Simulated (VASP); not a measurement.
# Cu3Ge (P-6m2) in VASP: relaxation of cell and atoms with LDA

Aim: the relaxation of cell and atoms of Cu3Ge with LDA.

Everything below comes from runs of VASP 6.6.1. Logs are shortened: lines on timing, memory, paths and dates and some standing lists are left out, and cuts for length are marked.

## Step 1: The cell of the first run

Symmetry: P-6m2, No. 187, hexagonal system. Conventional cell: a = 2.742 Å, b = 2.742 Å, c = 8.276 Å, α = 90.00°, β = 90.00°, γ = 120.00°. Cu (site symmetry -6m2) has 12 Cu at 2.55 to 2.74 Å within 3.4 Å. Cu (site symmetry 3m) has 9 Cu at 2.55 to 2.74 Å and 3 Ge at 2.66 Å within 3.4 Å. Ge (site symmetry -6m2) has 6 Cu at 2.66 Å and 6 Ge at 2.74 Å within 3.5 Å.

## Step 2: Relaxation of cell and atoms, LDA

Contents of INCAR:

```
  PREC = Accurate
  ENCUT = 600
  EDIFF = 1E-7
  ISMEAR = 0
  SIGMA = 0.1
  LREAL = False
  LASPH = True
  NELM = 100
  ALGO = Normal
  ISIF = 3
  LWAVE = False
  LCHARG = False
  GGA = CA
  IBRION = 2
  NSW = 70
  EDIFFG = -0.005
```

Contents of KPOINTS:

```
regular mesh
0
Gamma
  18 18 6
```

Contents of POSCAR:

```
Cu3Ge
1.0
    2.7417867326      0.0000000000      0.0000000000
   -1.3708933663      2.3744569622      0.0000000000
    0.0000000000      0.0000000000      8.2756252926
Cu Ge
3 1
Direct
    0.0000000000      0.0000000000      0.5000000000
    0.6666666667      0.3333333333      0.7420282924
    0.6666666667      0.3333333333      0.2579717076
    0.0000000000      0.0000000000      0.0000000000
```

Potentials or basis: VASP PAW LDA potentials, release 64 (Cu, Ge_d).

Launch:

```console
cat potpaw_LDA.64/Cu/POTCAR potpaw_LDA.64/Ge_d/POTCAR > POTCAR
mpirun -np 1 vasp_std > vasp.out
```

OUTCAR:

```text
PREC = Accurate
   ENCUT = 600
   EDIFF = 1E-7
   ISMEAR = 0
   LREAL = False
   LASPH = True
   NELM = 100
   ISIF = 3
   GGA = CA
   IBRION = 2
   NSW = 70
   EDIFFG = -0.005

 ion  position               nearest neighbor table
   1  0.000  0.000  0.500-   2 2.55   3 2.55   2 2.55   3 2.55   2 2.55   3 2.55
   2  0.667  0.333  0.742-   1 2.55   1 2.55   1 2.55   4 2.66   4 2.66   4 2.66
   3  0.667  0.333  0.258-   1 2.55   1 2.55   1 2.55   4 2.66   4 2.66   4 2.66
   4  0.000  0.000  0.000-   2 2.66   3 2.66   2 2.66   3 2.66   2 2.66   3 2.66

  LATTYP: Found a hexagonal cell.
 ALAT       =     2.7417867326
 C/A-ratio  =     3.0183329703

  Lattice vectors:

 A1 = (   2.7417867326,   0.0000000000,   0.0000000000)
 A2 = (  -1.3708933663,   2.3744569622,   0.0000000000)
 A3 = (   0.0000000000,   0.0000000000,   8.2756252926)

Analysis of symmetry for initial positions (statically):
=====================================================================
 Subroutine PRICEL returns:
 Original cell was already a primitive cell.

 Routine SETGRP: Setting up the symmetry group for a
 hexagonal supercell.

 Subroutine GETGRP returns: Found 12 space group operations
 (whereof 12 operations were pure point group operations)
 out of a pool of 24 trial point group operations.

The static configuration has the point symmetry D_3h.

Analysis of symmetry for dynamics (positions and initial velocities):
=====================================================================
 Subroutine PRICEL returns:
 Original cell was already a primitive cell.

 Routine SETGRP: Setting up the symmetry group for a
 hexagonal supercell.

 Subroutine GETGRP returns: Found 12 space group operations
 (whereof 12 operations were pure point group operations)
 out of a pool of 24 trial point group operations.

The dynamic configuration has the point symmetry D_3h.

 Subroutine INISYM returns: Found 12 space group operations
 (whereof 12 operations are pure point group operations),
 and found     1 'primitive' translations

----------------------------------------------------------------------------------------

                                     Primitive cell

  volume of cell :      53.8764

  direct lattice vectors                    reciprocal lattice vectors
     2.741786733  0.000000000  0.000000000     0.364725669  0.210574463  0.000000000
    -1.370893366  2.374456962  0.000000000     0.000000000  0.421148926  0.000000000
     0.000000000  0.000000000  8.275625293     0.000000000  0.000000000  0.120836791

  length of vectors
     2.741786733  2.741786733  8.275625293     0.421148926  0.421148926  0.120836791

  position of ions in fractional coordinates (direct lattice)
     0.000000000  0.000000000  0.500000000
     0.666666667  0.333333333  0.742028292
     0.666666667  0.333333333  0.257971708
     0.000000000  0.000000000  0.000000000

  ion indices of the primitive-cell ions
   primitive index   ion index
                 1           1
                 2           2
                 3           3
                 4           4

----------------------------------------------------------------------------------------

 KPOINTS: regular mesh

Automatic generation of k-mesh.
 Grid dimensions read from file:
 generate k-points for:   18   18    6

 Generating k-lattice:

  Cartesian coordinates                     Fractional coordinates (reciprocal lattice)
     0.020262537  0.011698581  0.000000000     0.055555556 -0.000000000  0.000000000
     0.000000000  0.023397163  0.000000000     0.000000000  0.055555556  0.000000000
     0.000000000  0.000000000  0.020139465     0.000000000  0.000000000  0.166666667

  Length of vectors
     0.023397163  0.023397163  0.020139465

  Shift w.r.t. Gamma in fractional coordinates (k-lattice)
     0.000000000  0.000000000  0.000000000

 Subroutine IBZKPT returns following result:
 ===========================================

 Found    148 irreducible k-points:

 Following reciprocal coordinates:
            Coordinates               Weight
  0.000000  0.000000  0.000000      1.000000
  0.055556  0.000000  0.000000      6.000000
  0.111111  0.000000  0.000000      6.000000
  0.166667  0.000000  0.000000      6.000000
  0.222222  0.000000  0.000000      6.000000
  0.277778  0.000000  0.000000      6.000000
[... 16 lines left out ...]
  0.333333  0.111111  0.000000     12.000000
  0.388889  0.111111  0.000000     12.000000
 [... further k-points ...]
   k-points           NKPTS =    148   k-points in BZ     NKDIM =    148   number of bands    NBANDS=     28
   number of dos      NEDOS =    301   number of ions     NIONS =      4
   total plane-waves  NPLWV =  40320
   dimension x,y,z NGX =    24 NGY =   24 NGZ =   70
   dimension x,y,z NGXF=    48 NGYF=   48 NGZF=  140
   ions per type =               3   1
   NGX,Y,Z   is equivalent  to a cutoff of  14.55, 14.55, 14.06 a.u.
   NGXF,Y,Z  is equivalent  to a cutoff of  29.10, 29.10, 28.12 a.u.
 SYSTEM =  unknown system
   PREC   = accura    normal or accurate (medium, high low for compatibility)
   ISTART =      0    job   : 0-new  1-cont  2-samecut
   ICHARG =      2    charge: 1-file 2-atom 10-const
   ISPIN  =      1    spin polarized calculation?
   LNONCOLLINEAR =      F non collinear calculations
   LSORBIT =      F    spin-orbit coupling
   LASPH  =      T    aspherical Exc in radial PAW
   ENCUT  =  600.0 eV  44.10 Ry    6.64 a.u.   5.48  5.48 16.53*2*pi/ulx,y,z
   NELM   =    100;   NELMIN=  2; NELMDL= -5     # of ELM steps
   EDIFF  = 0.1E-06   stopping-criterion for ELM
   LREAL  =      F    real-space projection
   EDIFFG = -.5E-02   stopping-criterion for IOM
   NSW    =     70    number of steps for IOM
   IBRION =      2    ionic relax: 0-MD 1-quasi-New 2-CG
   NFREE  =      1    steps in history (QN), initial steepest desc. (CG)
   ISIF   =      3    stress and relaxation
   ISYM   =      2    0-nonsym 1-usesym 2-fastsym
   POTIM  = 0.5000    time-step for ionic-motion
   TEBEG  =    0.0;   TEEND  =   0.0 temperature during run
   PSTRESS=    0.0 pullay stress
   NELECT =      47.0000    total number of electrons
   NUPDOWN=      -1.0000    fix difference up-down
   EMIN   =  10.00;   EMAX   =-10.00  energy-range for DOS
   EFERMI =   0.00;   METHOD = LEGACY
   ISMEAR =     0;   SIGMA  =   0.10  broadening in eV -4-tet -1-fermi 0-gaus
   EFERMI_NEDOS =   21; number of points for ismear=-14 and -15
   IALGO  =     38    algorithm
   IMIX   =      4    mixing-type and parameters
     AMIX     =   0.40;   BMIX     =  1.00
     AMIX_MAG =   1.60;   BMIX_MAG =  1.00
  volume/ion in A,a.u.               =      13.47        90.89
  Fermi-wavevector in a.u.,A,eV,Ry     =   1.564256  2.956015 33.292056  2.446897
  Thomas-Fermi vector in A             =   2.666907
   LORBIT       =      0    0 simple, 1 ext, 2 COOP (PROOUT), +10 PAW based schemes
   GGA     = CA    functional components
   LHFCALC =     F    Hartree Fock is set to
   AEXX    =    0.0000 exact exchange contribution
   IVDW    =     0    specifies the selected vdW correction
   LEPSILON=     F    determine dielectric tensor
   LRPA    =     F    only Hartree local field effects (RPA)
 conjugate gradient relaxation of ions
 non-spin polarized calculation
 Gauss-broadening in eV      SIGMA  =   0.10
  energy-cutoff  :      600.00
  volume of cell :       53.88
 maximum number of plane-waves:      1846
 NGX is ok and might be reduce to    24
   NGX = 11   NGY = 11   NGZ = 33

--------------------------------------- Ionic step        1  -------------------------------------------

 number of electron      46.9999998 magnetization

 Free energy of the ion-electron system (eV)
  ---------------------------------------------------
  ext. energy  EPLUGINS =         0.00000000
  ---------------------------------------------------
  free energy    TOTEN  =       -18.55702017 eV

  energy without entropy =      -18.54839323  energy(sigma->0) =      -18.55270670

------------------------ aborting loop because EDIFF is reached ----------------------------------------

  FORCE on cell =-STRESS in cart. coord.  units (eV):
  Direction    XX          YY          ZZ          XY          YZ          ZX
  --------------------------------------------------------------------------------------
  -------------------------------------------------------------------------------------
  Total       -3.2718508     -3.2718508     -3.7443676      0.0000000      0.0000000      0.0000000
  in kB      -97.2983068    -97.2983068   -111.3500131      0.0000000      0.0000000      0.0000000
  external PRESSURE =    -101.9822089 kB  Pullay stress =       0.0000000 kB

 VOLUME and BASIS-vectors are now :
 -----------------------------------------------------------------------------
  energy-cutoff  :      600.00
  volume of cell :       53.88
      direct lattice vectors                 reciprocal lattice vectors
     2.741786733  0.000000000  0.000000000     0.364725669  0.210574463  0.000000000
    -1.370893366  2.374456962  0.000000000     0.000000000  0.421148926  0.000000000
     0.000000000  0.000000000  8.275625293     0.000000000  0.000000000  0.120836791
[... 267 lines left out ...]
 POSITION                                       TOTAL-FORCE (eV/Angst)
 -----------------------------------------------------------------------------------
     -0.00000      0.00000      4.01142        -0.000000     -0.000000     -0.000000
      1.33268      0.76942      5.95099        -0.000000      0.000000      0.000378
      1.33268      0.76942      2.07184         0.000000     -0.000000     -0.000378
      0.00000      0.00000      0.00000         0.000000     -0.000000      0.000000
 -----------------------------------------------------------------------------------
    total drift:                               -0.000000      0.000000      0.000000

  FREE ENERGIE OF THE ION-ELECTRON SYSTEM (eV)
  ---------------------------------------------------
  free  energy   TOTEN  =       -18.7136934961 eV

  energy  without entropy=      -18.7058091118  energy(sigma->0) =      -18.70975130

--------------------------------------- Ionic step        9  -------------------------------------------

 number of electron      46.9999988 magnetization

 Free energy of the ion-electron system (eV)
  ---------------------------------------------------
  ext. energy  EPLUGINS =         0.00000000
  ---------------------------------------------------
  free energy    TOTEN  =       -18.71369903 eV

  energy without entropy =      -18.70581075  energy(sigma->0) =      -18.70975489

 E-fermi :   8.3561     XC(G=0): -13.1255

 val. band max:        8.3514129302   @ k =   0.3333   0.2222   0.0000
 cond. band min:       8.3614302772   @ k =   0.3889   0.1111   0.1667
 fundamental gap:      0.0100173470
 Fermi energy:         8.3561026953

 k-point     1 :       0.0000    0.0000    0.0000
  band No.  band energies     occupation
      1     -16.8714      2.00000
      2     -16.8714      2.00000
      3     -16.8351      2.00000
      4     -16.6680      2.00000
      5     -16.6680      2.00000
      6      -5.7995      2.00000
[... 20 lines left out ...]
     27      19.6527      0.00000
[... 691 lines left out ...]
      6      -0.1817      2.00000
[... 20 lines left out ...]
     27      11.6985      0.00000
     28      13.6062      0.00000

 [... further k-points ...]
[... 5 lines left out ...]
  --------------------------------------------------------------------------------------
  -------------------------------------------------------------------------------------
  Total        0.0138446      0.0138446      0.0047991      0.0000000      0.0000000      0.0000000
  in kB        0.4492176      0.4492176      0.1557182      0.0000000      0.0000000      0.0000000
  external PRESSURE =       0.3513844 kB  Pullay stress =       0.0000000 kB

 VOLUME and BASIS-vectors are now :
 -----------------------------------------------------------------------------
  energy-cutoff  :      600.00
  volume of cell :       49.38
      direct lattice vectors                 reciprocal lattice vectors
     2.665649913  0.000000000  0.000000000     0.375143035  0.216588933 -0.000000000
    -1.332824957  2.308520543  0.000000000    -0.000000000  0.433177865 -0.000000000
    -0.000000000  0.000000000  8.024112893    -0.000000000 -0.000000000  0.124624368

 POSITION                                       TOTAL-FORCE (eV/Angst)
 -----------------------------------------------------------------------------------
     -0.00000      0.00000      4.01206        -0.000000      0.000000      0.000000
      1.33282      0.76951      5.95198         0.000000     -0.000000     -0.000938
      1.33282      0.76951      2.07214        -0.000000      0.000000      0.000938
      0.00000      0.00000      0.00000        -0.000000     -0.000000      0.000000
 -----------------------------------------------------------------------------------
    total drift:                               -0.000000      0.000000      0.000000

  FREE ENERGIE OF THE ION-ELECTRON SYSTEM (eV)
  ---------------------------------------------------
  free  energy   TOTEN  =       -18.7136990285 eV

  energy  without entropy=      -18.7058107459  energy(sigma->0) =      -18.70975489

 reached required accuracy - stopping structural energy minimisation
```

Run time: 18 min. Hardware: 1 thread of AMD EPYC 9R45 (Zen 5), shared host; peak memory 0.33 GiB.

What came out:

* Free energy: -18.7137 eV
* Relaxed volume: 12.34 Å³/atom
* Relaxed cell: a = 2.666 Å, b = 2.666 Å, c = 8.024 Å, α = 90.00°, β = 90.00°, γ = 120.00°
* Space group after relaxing (to 0.05 Å): P-6m2 (No. 187)
* Energy gained by relaxing: 39.2 meV/atom
* Ionic steps: 9
* Pressure after relaxing: 0.0 GPa

Step by step:
| step | energy change (eV) | largest force (eV/Å) | pressure (GPa) | volume (Å³) |
| --- | --- | --- | --- | --- |
| 1 | 0.0000 | 0.1164 | -10.20 | 53.88 |
| 2 | -0.1189 | 0.0896 | 6.46 | 47.46 |
| 3 | -0.1566 | 0.0129 | 0.03 | 49.40 |
| 4 | -0.1566 | 0.0097 | -0.28 | 49.49 |
| 5 | -0.1566 | 0.0049 | -0.28 | 49.48 |
| 6 | -0.1566 | 0.0048 | -0.24 | 49.47 |
| 7 | -0.1566 | 0.0035 | -0.20 | 49.44 |
| 8 | -0.1567 | 0.0004 | 0.06 | 49.36 |
| 9 | -0.1567 | 0.0009 | 0.04 | 49.38 |

Final structure:
```cif
data_structure
_symmetry_space_group_name_H-M 'P 1'
_symmetry_Int_Tables_number 1
_cell_length_a 2.6656
_cell_length_b 2.6656
_cell_length_c 8.0241
_cell_angle_alpha 90.000
_cell_angle_beta 90.000
_cell_angle_gamma 120.000
_cell_volume 49.38
loop_
_atom_site_label
_atom_site_type_symbol
_atom_site_fract_x
_atom_site_fract_y
_atom_site_fract_z
_atom_site_occupancy
Cu1 Cu 0.00000 0.00000 0.50000 1
Cu2 Cu 0.66667 0.33333 0.74176 1
Cu3 Cu 0.66667 0.33333 0.25824 1
Ge1 Ge 0.00000 0.00000 0.00000 1
```
